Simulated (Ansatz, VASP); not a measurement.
# Two plane-wave programs on WSe2

Contents of INCAR:

```
SYSTEM = WSe2
  PREC = Accurate
  ENCUT = 520
  EDIFF = 1E-6
  ISMEAR = 0
  SIGMA = 0.05
  LREAL = .FALSE.
  LASPH = .TRUE.
  NELM = 100
  ALGO = Normal
  ISIF = 2
  LWAVE = .FALSE.
  LCHARG = .FALSE.
  LDIPOL = .TRUE.
  IDIPOL = 3
  DIPOL = 0.5 0.5 0.393
  GGA = PE
  IVDW = 12
  NBANDS = 35
```

Contents of KPOINTS:

```
regular mesh
0
G
  9 9 1
  0 0 0
```

Contents of POSCAR:

```
WSe2
1.0
    3.2854926884      0.0000000000      0.0000000000
   -1.6427463442      2.8453201321      0.0000000000
    0.0000000000      0.0000000000     24.2386466672
Se W
4 2
Direct
    0.3333333333      0.6666666667      0.1856539295
    0.3333333333      0.6666666667      0.3246601777
    0.5000000000      1.0000000000      0.4612189569
    0.5000000000      1.0000000000      0.6002252051
    0.6666666667      0.3333333333      0.2551570536
    0.8333333333      0.6666666667      0.5307220810
```

Input for Ansatz:

```yaml
crystal:
  lattice:
    - [3.2854926884, 0.0, 0.0]
    - [-1.6427463442, 2.8453201321, 0.0]
    - [0.0, 0.0, 24.2386466672]
  atoms:
    - { symbol: Se, position: [0.3333333333, 0.6666666667, 0.1856539295] }
    - { symbol: W, position: [0.6666666667, 0.3333333333, 0.2551570536] }
    - { symbol: Se, position: [0.3333333333, 0.6666666667, 0.3246601777] }
    - { symbol: Se, position: [0.5, 1.0, 0.4612189569] }
    - { symbol: W, position: [0.8333333333, 0.6666666667, 0.530722081] }
    - { symbol: Se, position: [0.5, 1.0, 0.6002252051] }
basis:
  ecutwfc: 420
kpoints:
  mp_grid: { grid: [9, 9, 1] }
hamiltonian:
  xc: pbe
  pseudopotentials: { kind: paw, azcp: { folder: soft_1 } }
  dispersion: d3bj
scf:
  occupations: { method: gaussian, width: 0.05 }
output:
  forces: true
  eigenvalues: true
efield:
  axis: 3
  dipole_correction: true
  ramp_width: 0.04
```

Alike in both runs: task single point; functional PBE; dispersion D3(BJ); k mesh 9 × 9 × 1; occupations gaussian, width 0.05 eV; no spin polarisation.

|  | VASP | Ansatz |
| --- | --- | --- |
| version | VASP 6.6.1 | Ansatz 0.2.0 |
| potentials or method | VASP PAW PBE potentials, release 64 (Se, W_sv), cutoff 520 eV | scalar-relativistic, plane waves, PAW |
| valence electrons in the cell | 52 | 92 |

```tsv
	VASP	Ansatz	Ansatz less VASP
gap on the k mesh at the Fermi level (eV)	1.50	1.50	-0.001
least direct gap on the mesh (eV)	1.63	1.64	+0.003
rms of the force components (eV/Å)	0.034	0.039	+0.0052
```

VASP's potentials hold 52 valence electrons a cell and Ansatz's 92, so a difference there can come from the potentials and not from the codes.

Neither program's run includes spin-orbit coupling.
